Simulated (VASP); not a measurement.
A run of VASP 6.6.1 is set up as follows.

The input INCAR:

```
SYSTEM = SrCl2
ALGO = Normal ; EDIFF = 1E-6
ENCUT = 520 ; ISIF = 2
ISMEAR = 0 ; LASPH = .True.
LCHARG = .True. ; LELF = .True.
LREAL = .False. ; LVHAR = .True.
LWAVE = .False. ; NBANDS = 19
NELM = 100 ; PREC = Accurate
SIGMA = 0.02
```

The input KPOINTS:

```
k-points
0
Gamma
  6 6 6
  0 0 0
```

File POSCAR:

```
SrCl2
1.0
    0.0000000000      3.6365964250      3.6365964250
    3.6365964250      0.0000000000      3.6365964250
    3.6365964250      3.6365964250      0.0000000000
Sr Cl
1 2
Direct
    0.0000000000      0.0000000000      0.0000000000
    0.2500000000      0.2500000000      0.2500000000
    0.7500000000      0.7500000000      0.7500000000
```

Potentials or basis: VASP PAW LDA potentials, release 64 (Sr_sv, Cl).

Run with:

```bash
$ cat potpaw_LDA.64/Sr_sv/POTCAR potpaw_LDA.64/Cl/POTCAR > POTCAR
$ mpirun -np 1 vasp_std > vasp.out
```

Predict the band gap on the k mesh.

4.44 eV, indirect (least direct gap 4.74 eV).

What does it give for the pressure?

-5.6 GPa.

Caveat: the cell differs from its parent crystal (functional LDA, strained). A k mesh can miss the band edges.
